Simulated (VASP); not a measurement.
InO4, 5 atoms in the cell. The cell holds a sheet with vacuum, 5 atoms: a = 4.246 Å, b = 4.246 Å, c = 33.272 Å, α = 90.00°, β = 90.00°, γ = 90.00°. The cell was built from a structure type or drawn by symmetry, and may not be a known phase.

| Item | Value |
| --- | --- |
| Program | VASP 6.6.1 |
| Task | single point |
| Functional | PBE |
| Potentials or basis | VASP PAW PBE potentials, release 64 (In_d, O) |
| Cutoff | 520 eV |
| k mesh | 4 × 4 × 1 |
| Occupations | gaussian, width 0.1 eV |
| Spin | collinear spin, ferromagnetic start |
| Starting moments | [0.0, 1.0, 1.0, 1.0, 1.0] μB |
| Dipole correction | yes |
| Further INCAR settings | ALGO = Normal; EDIFF = 1e-06; NBANDS = 30 |

Potentials or basis: VASP PAW PBE potentials, release 64 (In_d, O).

The run is started by

```console
$ cat potpaw_PBE.64/In_d/POTCAR potpaw_PBE.64/O/POTCAR > POTCAR
$ mpirun -np 1 vasp_std > vasp.out
```

Hardware: 1 thread of Intel Xeon 8259CL, on a shared host.

Task: Estimate the wall time of this run.

Result: Run time: 16 min on 1 thread of Intel Xeon 8259CL, on a shared host, peak memory 0.82 GiB. Counts: scf iterations 37, k points 6.
